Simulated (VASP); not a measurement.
Set up this calculation in VASP 6.6.1, as the native input.

```
Task                   : single point
Functional             : PBE
Potentials or basis    : VASP PAW PBE potentials, release 64 (Ge_d)
Cutoff                 : 520 eV
k mesh                 : 15 × 15 × 4
Occupations            : gaussian, width 0.15 eV
Spin                   : no spin polarisation
Dipole correction      : no
Further INCAR settings : ALGO = Fast; EDIFF = 1e-06; NBANDS = 66
```

The structure of Ge lies in POSCAR:

```
Ge
1.0
    4.1505862568      0.0000000000      0.0000000000
   -2.0752931284      3.5945131389      0.0000000000
    0.0000000000      0.0000000000     12.7975026055
Ge
8
Direct
    0.0000000000      0.0000000000      0.3955272934
    0.0000000000      0.0000000000      0.6044727066
    0.0000000000      0.0000000000      0.8955272934
    0.0000000000      0.0000000000      0.1044727066
    0.3333333333      0.6666666667      0.3442031336
    0.6666666667      0.3333333333      0.6557968664
    0.6666666667      0.3333333333      0.8442031336
    0.3333333333      0.6666666667      0.1557968664
```

This isn't the form of Ge at room conditions, which is diamond.

This cell differs from its parent crystal: atoms shifted along a free coordinate, c/a of the conventional cell at fixed volume 3.0833.

One way to write it, as run:

INCAR

```
PREC = Accurate ; ENCUT = 520
EDIFF = 1E-6 ; ISMEAR = 0
SIGMA = 0.15 ; LREAL = False
LASPH = True ; NELM = 100
ALGO = Fast ; ISIF = 2
LWAVE = False ; LCHARG = False
GGA = PE ; NBANDS = 66
```

KPOINTS

```
Automatic mesh
0
Gamma
  15 15 4
```

Potentials or basis: VASP PAW PBE potentials, release 64 (Ge_d).

The run is started by

```console
$ cat potpaw_PBE.64/Ge_d/POTCAR > POTCAR
$ mpirun -np 1 vasp_std > vasp.out
```

Results of the run:

```json
{
 "Pressure": "0.6 GPa",
 "Largest force": "1.510 eV/Å",
 "Band gap on the k mesh": "zero (bands 56 and 57 overlap by 0.58 eV)"
}
```

Caveat: semilocal functionals underestimate gaps, so a narrow gap can read as zero; forces of over 1 eV/Å act on the atoms, so gaps and moduli don't describe the material at rest.

It took 18 min on 1 thread of Oxide Virtual Turin-like Processor, with other jobs on the host, peak memory 0.72 GiB.
